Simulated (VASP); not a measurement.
The system is ZnPt.

```
Zn Pt
1.0
     2.86400    0.00000    0.00000
     0.00000    2.86400    0.00000
     0.00000    0.00000    3.51000
Zn Pt
1 1
Direct
  0.50000 0.50000 0.50000
  0.00000 0.00000 0.00000
```

Base run:

- Program: VASP 6.6.1
- Functional: LDA
- Potentials or basis: VASP PAW LDA potentials, release 64 (Zn, Pt)
- Cutoff: 520 eV
- k mesh: 7 × 7 × 6
- Occupations: fermi-dirac, width 0.1 eV
- Spin: no spin polarisation

Its results: band gap on the k mesh zero (band 11 reaches 9.98 eV, above the bottom of band 12 at 5.74 eV); pressure -9.9 GPa.

**Question.** The run is repeated on the same cell with these changes: k mesh from 7 × 7 × 6 to 3 × 3 × 3. What comes out?

**Answer.** Band gap on the k mesh zero (band 11 reaches 6.48 eV, above the bottom of band 12 at 6.43 eV); pressure -8.5 GPa.

Caveats: some runs use coarse meshes; spin-orbit coupling is left out, which moves the levels of the heavy elements.
